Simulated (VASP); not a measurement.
# KF in VASP: notebook, part 2 of 2

VASP 6.6.1. Earlier steps stand in the parts before.

## (3) Single point, PBE (strain along [111] -5.0%)

File INCAR:

```
  ALGO = Normal
  EDIFF = 1E-6
  ENCUT = 520
  GGA = PE
  ISIF = 2
  ISMEAR = -1
  LASPH = T
  LCHARG = T
  LELF = T
  LREAL = F
  LVHAR = T
  LWAVE = F
  NBANDS = 15
  NELM = 80
  PREC = Accurate
  SIGMA = 0.02
```

File KPOINTS:

```
k-points
0
Gamma
  8 8 8
```

File POSCAR:

```
KF
1.0
   -0.0886320185      2.5703285369      2.5703285369
    2.5703285369     -0.0886320185      2.5703285369
    2.5703285369      2.5703285369     -0.0886320185
K F
1 1
Direct
    0.0000000000      0.0000000000      0.0000000000
    0.5000000000      0.5000000000      0.5000000000
```

Potentials or basis: VASP PAW PBE potentials, release 64 (K_sv, F).

The run is started by

```bash
$ cat potpaw_PBE.64/K_sv/POTCAR potpaw_PBE.64/F/POTCAR > POTCAR
$ mpirun -np 1 vasp_std > vasp.out
```

OUTCAR:

```text
EDIFF = 1E-6
   ENCUT = 520
   GGA = PE
   ISIF = 2
   ISMEAR = -1
   LASPH = T
   LREAL = F
   NELM = 80
   PREC = Accurate

 ion  position               nearest neighbor table
   1  0.000  0.000  0.000-   2 2.62   2 2.62   2 2.62   2 2.62   2 2.62   2 2.62
   2  0.500  0.500  0.500-   1 2.62   1 2.62   1 2.62   1 2.62   1 2.62   1 2.62

  LATTYP: Found a trigonal (rhomboedric) cell.
 ALAT       =     3.6360738730
 COS(alpha) =     0.4652406417

  Lattice vectors:

 A1 = (  -0.0886320185,   2.5703285369,   2.5703285369)
 A2 = (   2.5703285369,  -0.0886320185,   2.5703285369)
 A3 = (   2.5703285369,   2.5703285369,  -0.0886320185)

Analysis of symmetry for initial positions (statically):
=====================================================================
 Subroutine PRICEL returns:
 Original cell was already a primitive cell.

 Routine SETGRP: Setting up the symmetry group for a
 trigonal (rhombohedral) supercell.

 Subroutine GETGRP returns: Found 12 space group operations
 (whereof 12 operations were pure point group operations)
 out of a pool of 12 trial point group operations.

The static configuration has the point symmetry D_3d.

Analysis of symmetry for dynamics (positions and initial velocities):
=====================================================================
 Subroutine PRICEL returns:
 Original cell was already a primitive cell.

 Routine SETGRP: Setting up the symmetry group for a
 trigonal (rhombohedral) supercell.

 Subroutine GETGRP returns: Found 12 space group operations
 (whereof 12 operations were pure point group operations)
 out of a pool of 12 trial point group operations.

The dynamic configuration has the point symmetry D_3d.

 Subroutine INISYM returns: Found 12 space group operations
 (whereof 12 operations are pure point group operations),
 and found     1 'primitive' translations

----------------------------------------------------------------------------------------

                                     Primitive cell
[... 114 lines left out ...]
  Thomas-Fermi vector in A             =   2.386509
   LORBIT       =      0    0 simple, 1 ext, 2 COOP (PROOUT), +10 PAW based schemes
   GGA     = PE    functional components
   LHFCALC =     F    Hartree Fock is set to
   AEXX    =    0.0000 exact exchange contribution
   IVDW    =     0    specifies the selected vdW correction
   LEPSILON=     F    determine dielectric tensor
   LRPA    =     F    only Hartree local field effects (RPA)
 non-spin polarized calculation
  energy-cutoff  :      520.00
  volume of cell :       35.72
 maximum number of plane-waves:       975
   NGX = 13   NGY = 13   NGZ = 13

 number of electron      16.0000009 magnetization

 Free energy of the ion-electron system (eV)
  ---------------------------------------------------
  ext. energy  EPLUGINS =         0.00000000
  ---------------------------------------------------
  free energy    TOTEN  =        -8.24142367 eV

  energy without entropy =       -8.24142367  energy(sigma->0) =       -8.24142367

 E-fermi :  -2.1939     XC(G=0):  -8.7096

 val. band max:       -2.5792522579   @ k =   0.0000   0.0000   0.0000
 cond. band min:       3.9035297633   @ k =   0.0000   0.0000   0.0000
 fundamental gap:      6.4827820212
 Fermi energy:        -2.1939013484

 k-point     1 :       0.0000    0.0000    0.0000
  band No.  band energies     occupation
      1     -28.5917      2.00000
      2     -21.3037      2.00000
      3     -11.7952      2.00000
      4     -11.7952      2.00000
      5     -11.7659      2.00000
      6      -2.6233      2.00000
      7      -2.6233      2.00000
      8      -2.5793      2.00000
      9       3.9035      0.00000
     10       8.0452      0.00000
     11       8.0452      0.00000
     12       8.6204      0.00000
     13      10.0212      0.00000
     14      10.0212      0.00000
[... 401 lines left out ...]
      2     -21.3824      2.00000
      3     -12.0030      2.00000
      4     -11.9057      2.00000
      5     -11.7920      2.00000
      6      -3.2424      2.00000
      7      -2.9659      2.00000
      8      -2.7124      2.00000
      9       6.1336      0.00000
     10       7.4467      0.00000
     11       9.0891      0.00000
     12       9.6503      0.00000
     13      10.8366      0.00000
     14      11.2367      0.00000
     15      16.2767      0.00000

 [... further k-points ...]
[... 5 lines left out ...]
  --------------------------------------------------------------------------------------
  -------------------------------------------------------------------------------------
  Total        0.9239427      0.9239427      0.9239427      0.0786584      0.0786584      0.0786584
  in kB       41.4444454     41.4444454     41.4444454      3.5283066      3.5283066      3.5283066
  external PRESSURE =      41.4444454 kB  Pullay stress =       0.0000000 kB

 VOLUME and BASIS-vectors are now :
 -----------------------------------------------------------------------------
  energy-cutoff  :      520.00
  volume of cell :       35.72
      direct lattice vectors                 reciprocal lattice vectors
    -0.088632019  2.570328537  2.570328537    -0.184744399  0.191342413  0.191342413
     2.570328537 -0.088632019  2.570328537     0.191342413 -0.184744399  0.191342413
     2.570328537  2.570328537 -0.088632019     0.191342413  0.191342413 -0.184744399

 POSITION                                       TOTAL-FORCE (eV/Angst)
 -----------------------------------------------------------------------------------
      0.00000      0.00000      0.00000        -0.000000      0.000000     -0.000000
      2.52601      2.52601      2.52601         0.000000     -0.000000      0.000000
 -----------------------------------------------------------------------------------
    total drift:                                0.000000      0.000000      0.000000

  FREE ENERGIE OF THE ION-ELECTRON SYSTEM (eV)
  ---------------------------------------------------
  free  energy   TOTEN  =        -8.2414236714 eV

  energy  without entropy=       -8.2414236713  energy(sigma->0) =       -8.24142367
```

OSZICAR:

```text
N       E                     dE             d eps       ncg     rms          rms(c)
DAV:   1     0.110282880948E+03    0.11028E+03   -0.82659E+03  1950   0.104E+03
DAV:   2    -0.511880754106E+01   -0.11540E+03   -0.10617E+03  2597   0.284E+02
DAV:   3    -0.939332960815E+01   -0.42745E+01   -0.42554E+01  2528   0.490E+01
DAV:   4    -0.948779839302E+01   -0.94469E-01   -0.94454E-01  2600   0.732E+00
DAV:   5    -0.949042375586E+01   -0.26254E-02   -0.26254E-02  2705   0.939E-01    0.645E+00
DAV:   6    -0.826807071184E+01    0.12224E+01   -0.33893E+00  2034   0.155E+01    0.443E+00
DAV:   7    -0.824269454270E+01    0.25376E-01   -0.67781E-02  2468   0.227E+00    0.251E+00
DAV:   8    -0.823936694638E+01    0.33276E-02   -0.47567E-02  2153   0.219E+00    0.192E-01
DAV:   9    -0.824080861879E+01   -0.14417E-02   -0.39997E-03  2573   0.526E-01    0.125E-01
DAV:  10    -0.824131756558E+01   -0.50895E-03   -0.47046E-04  2069   0.195E-01    0.563E-02
DAV:  11    -0.824142682186E+01   -0.10926E-03   -0.11935E-04  2118   0.953E-02    0.210E-02
DAV:  12    -0.824142350925E+01    0.33126E-05   -0.15263E-05  2426   0.401E-02    0.410E-03
DAV:  13    -0.824142367136E+01   -0.16211E-06   -0.21672E-06  2202   0.136E-02
   1 F= -.82414237E+01 E0= -.82414237E+01  d E =-.386543E-10
```

It took 14 s on 1 thread of Intel Xeon 6975P-C (Granite Rapids), shared host; peak memory 0.17 GiB.

What came out:

```yaml
Free_energy: -8.2414 eV
Pressure: 4.1 GPa
Band_gap_on_the_k_mesh: 6.48 eV, direct
```

Levels at points of the mesh, in eV from the valence-band top:
```tsv
k point	band 5	band 6	band 7	band 8	band 9	band 10	band 11	band 12
(0.00, 0.00, 0.00)	-9.19	-0.04	-0.04	0.00	6.48	10.62	10.62	11.20
(0.50, 0.00, 0.00)	-9.23	-0.90	-0.45	-0.37	9.26	11.02	12.07	12.58
(0.50, 0.50, 0.00)	-9.43	-0.21	-0.09	-0.05	8.21	10.62	12.33	13.88
(0.50, 0.50, 0.50)	-9.27	-0.90	-0.50	-0.50	9.41	11.24	12.41	12.41
```

Caveat: the cell differs from its parent crystal (strain along [111] -5.0%).
